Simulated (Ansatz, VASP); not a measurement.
**One calculation of Ti, two programs**

The input INCAR:

```
PREC     = Accurate       # precision mode
ENCUT    = 520            # plane-wave cutoff, eV
EDIFF    = 1E-6           # SCF threshold, eV
ISMEAR   = 0              # smearing method
SIGMA    = 0.15           # smearing width, eV
LREAL    = False          # projectors in reciprocal space
LASPH    = True           # aspherical terms in the spheres
NELM     = 60             # most SCF steps
ALGO     = Fast           # electronic algorithm
ISIF     = 2              # what is computed and relaxed
LWAVE    = False          # write WAVECAR
LCHARG   = False          # write CHGCAR
GGA      = PE             # functional
NBANDS   = 19             # bands
```

Contents of KPOINTS:

```
Automatic mesh
0
Gamma
  14 14 14
```

The input POSCAR:

```
Ti
1.0
    0.0000000000     -3.2552372153      0.0000000000
   -3.2552372153      0.0000000000      0.0000000000
    0.0000000000      0.0000000000     -3.2552372153
Ti
2
Direct
    0.5000000000      0.5118578148      0.5000000000
    0.0000000000     -0.0118578148      0.0000000000
```

Input for Ansatz:

```yaml
crystal:
  lattice:
    - [0.0, -3.2552372153, 0.0]
    - [-3.2552372153, 0.0, 0.0]
    - [0.0, 0.0, -3.2552372153]
  atoms:
    - { symbol: Ti, position: [0.5, 0.5118578148, 0.5] }
    - { symbol: Ti, position: [0.0, -0.0118578148, 0.0] }
basis:
  ecutwfc: 520.0
kpoints:
  mp_grid: { grid: [14, 14, 14] }
hamiltonian:
  xc: pbe
  pseudopotentials: { kind: paw, azcp: { folder: soft_1 } }
scf:
  occupations: { method: gaussian, width: 0.15 }
output:
  forces: true
  stress: true
  eigenvalues: true
  write_density: true
  write_potential: true
  elf: true
  volumetric_format: npy
```

Change from the starting cell: mode 4 frozen in at -0.039 Å and mode 5 at +0.000 Å (largest displacements).

Alike in both runs: task single point; functional PBE; k mesh 14 × 14 × 14; occupations gaussian, width 0.15 eV; no spin polarisation.

|  | VASP | Ansatz |
| --- | --- | --- |
| version | VASP 6.6.1 | Ansatz 0.2.0 |
| potentials or method | VASP PAW PBE potentials, release 64 (Ti_sv), cutoff 520 eV | scalar-relativistic, plane waves, PAW |
| valence electrons in the cell | 24 | 24 |

Ansatz gave:

```
gap on the k mesh at the Fermi level (eV)                     : none
pressure (GPa)                                                : 0.2
traceless stress, the component that is largest in VASP (GPa) : -0.07
rms of the force components (eV/Å)                            : 0.186
```

Task: Estimate VASP's values.

Result: gap on the k mesh at the Fermi level (eV): none; pressure (GPa): 0.0; traceless stress, the component that is largest in VASP (GPa): -0.07; rms of the force components (eV/Å): 0.186.

Atom by atom the forces differ by 0.000 eV/Å (rms over components). A gap of «none» marks a metal or a gap that the smearing closes.
